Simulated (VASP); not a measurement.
Write the native input for VASP 6.6.1 that does the following.

```yaml
Task: single point
Functional: PBE
Potentials_or_basis: VASP PAW PBE potentials, release 64 (Ga_d, N)
Cutoff: 520 eV
k_mesh: 10 × 10 × 10
Occupations: gaussian, width 0.05 eV
Spin: no spin polarisation
Dipole_correction: no
Further_INCAR_settings: ALGO = Normal; EDIFF = 1e-07; NBANDS = 16
```

The structure of GaN lies in POSCAR:

```
GaN
1.0
    0.0000000000      2.2742384928      2.2742384928
    2.2742384928      0.0000000000      2.2742384928
    2.2742384928      2.2742384928      0.0000000000
Ga N
1 1
Direct
   -0.0039750772      0.0039750772     -0.0039750772
    0.7697868430      0.7302131570      0.7697868430
```

This cell differs from its parent crystal: atoms displaced along a vibrational mode.

One way to write it, as run:

INCAR

```
ALGO = Normal
EDIFF = 1E-7
ENCUT = 520
GGA = PE
ISIF = 2
ISMEAR = 0
LASPH = True
LCHARG = False
LREAL = False
LWAVE = False
NBANDS = 16
NELM = 80
PREC = Accurate
SIGMA = 0.05
```

KPOINTS

```
k-points
0
Gamma
  10 10 10
```

Potentials or basis: VASP PAW PBE potentials, release 64 (Ga_d, N).

Launch:

```console
$ cat potpaw_PBE.64/Ga_d/POTCAR potpaw_PBE.64/N/POTCAR > POTCAR
$ mpirun -np 1 vasp_std > vasp.out
```

It gave:

| Quantity | Value |
| --- | --- |
| Pressure | 1.1 GPa |
| Largest force | 1.202 eV/Å |
| Band gap on the k mesh | 1.37 eV |

Caveat: the cell differs from its parent crystal (atoms displaced along a vibrational mode); forces of over 1 eV/Å act on the atoms, so gaps and moduli don't describe the material at rest.

Run time: 25 s on 1 thread of Intel(R) Xeon(R) Platinum 8488C (Sapphire Rapids), on a shared host, peak memory 0.18 GiB.
